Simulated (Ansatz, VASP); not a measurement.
## P: VASP beside Ansatz

```xyz
1
Lattice="4.0593 0.0000 0.0000 0.0000 4.0593 0.0000 0.0000 0.0000 4.3780" Properties=species:S:1:pos:R:3 pbc="T T T"
P     0.0000    0.0000    0.0000
```

Change from the starting cell: strain -0.050 along x and y, +0.000 along z, atoms carried along.

Alike in both runs: task single point; functional r2SCAN; k mesh 12 × 12 × 12; occupations gaussian, width 0.15 eV; no spin polarisation.

|  | VASP | Ansatz |
| --- | --- | --- |
| version | VASP 6.6.1 | Ansatz 0.2.0 |
| potentials or method | VASP PAW PBE potentials, release 64 (P), cutoff 520 eV | scalar-relativistic, plane waves, PAW |
| valence electrons in the cell | 5 | 5 |

|  | VASP | Ansatz | Ansatz less VASP |
| --- | --- | --- | --- |
| gap on the k mesh at the Fermi level (eV) | none | none | - |
| pressure (GPa) | -5.0 | -4.9 | +0.01 |
| traceless stress, the component that is largest in VASP (GPa) | 0.98 | 0.98 | +0.001 |

VASP's potentials were made for PBE, not for r2SCAN. A gap of «none» marks a metal or a gap that the smearing closes.
